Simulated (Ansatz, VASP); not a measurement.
One calculation of V, two programs

```
V
1.0
    -1.51294    1.51294    1.51294
     1.51294   -1.51294    1.51294
     1.51294    1.51294   -1.51294
V
1
Direct
  0.00000 0.00000 0.00000
```

Alike in both runs: task single point; functional PBE; k mesh 8 × 8 × 8; occupations gaussian, width 0.1 eV; no spin polarisation.

|  | VASP | Ansatz |
| --- | --- | --- |
| version | VASP 6.6.1 | Ansatz 0.2.0 |
| potentials or method | VASP PAW PBE potentials, release 64 (V_sv), cutoff 520 eV | scalar-relativistic, plane waves, PAW |
| valence electrons in the cell | 13 | 13 |

|  | VASP | Ansatz | Ansatz less VASP |
| --- | --- | --- | --- |
| gap on the k mesh at the Fermi level (eV) | none | none | - |
| pressure (GPa) | -5.8 | -6.0 | -0.18 |

A gap of «none» marks a metal or a gap that the smearing closes. With one functional, cell and mesh, what is left measures potentials, basis and numerics.

The k mesh is coarse, so the values compare programs but aren't converged.
